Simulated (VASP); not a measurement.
Input of a VASP 6.6.1 run:

Contents of INCAR:

```
PREC = Accurate ; ENCUT = 520
EDIFF = 1E-7 ; ISMEAR = 0
SIGMA = 0.02 ; LREAL = F
LASPH = T ; NELM = 60
ALGO = Normal ; ISIF = 2
LWAVE = F ; LCHARG = F
GGA = PE ; NBANDS = 16
```

Contents of KPOINTS:

```
Automatic mesh
0
Gamma
  8 8 8
```

Contents of POSCAR:

```
CdTe
1.0
    0.0000000000      3.3096311549      3.3096311549
    3.3096311549      0.0000000000      3.3096311549
    3.3096311549      3.3096311549      0.0000000000
Cd Te
1 1
Direct
    0.0000000000      0.0000000000      0.0000000000
    0.2500000000      0.2500000000      0.2500000000
```

Potentials or basis: VASP PAW PBE potentials, release 64 (Cd, Te).

The run is started by

```console
$ cat potpaw_PBE.64/Cd/POTCAR potpaw_PBE.64/Te/POTCAR > POTCAR
$ mpirun -np 1 vasp_std > vasp.out
```

**Question.** Predict the band gap on the k mesh.

**Answer.** 0.58 eV, direct.

**Question.** Estimate the pressure.

**Answer.** 0.1 GPa.

Caveat: spin-orbit coupling is left out, which moves the levels of the heavy elements.
